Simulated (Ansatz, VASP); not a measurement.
**InO in VASP and in Ansatz**

```
In O
1.0
     3.28093    0.00000    0.00000
    -1.64047    2.84137    0.00000
     0.00000    0.00000   15.87710
In O
2 2
Direct
  0.66667 0.33333 0.59002
  0.66667 0.33333 0.40998
  0.00000 0.00000 0.63987
  0.00000 0.00000 0.36013
```

Change from the starting cell: strain -0.050 along x and y, +0.000 along z, atoms carried along.

Alike in both runs: task single point; functional LDA; k mesh 12 × 12 × 2; occupations gaussian, width 0.03 eV; no spin polarisation.

|  | VASP | Ansatz |
| --- | --- | --- |
| version | VASP 6.6.1 | Ansatz 0.2.0 |
| potentials or method | VASP PAW LDA potentials, release 64 (In_d, O), cutoff 520 eV | scalar-relativistic, plane waves, PAW |
| valence electrons in the cell | 38 | 38 |

```tsv
	VASP	Ansatz	Ansatz less VASP
gap on the k mesh at the Fermi level (eV)	0.22	0.22	+0.001
least direct gap on the mesh (eV)	1.41	1.41	-0.004
rms of the force components (eV/Å)	0.425	0.407	-0.0178
```

LDA's correlation is that of Perdew and Zunger in VASP and of Perdew and Wang (1992) in Ansatz. Atom by atom the forces differ by 0.021 eV/Å (rms over components). Ansatz's warnings: xc potential rough in thin density.
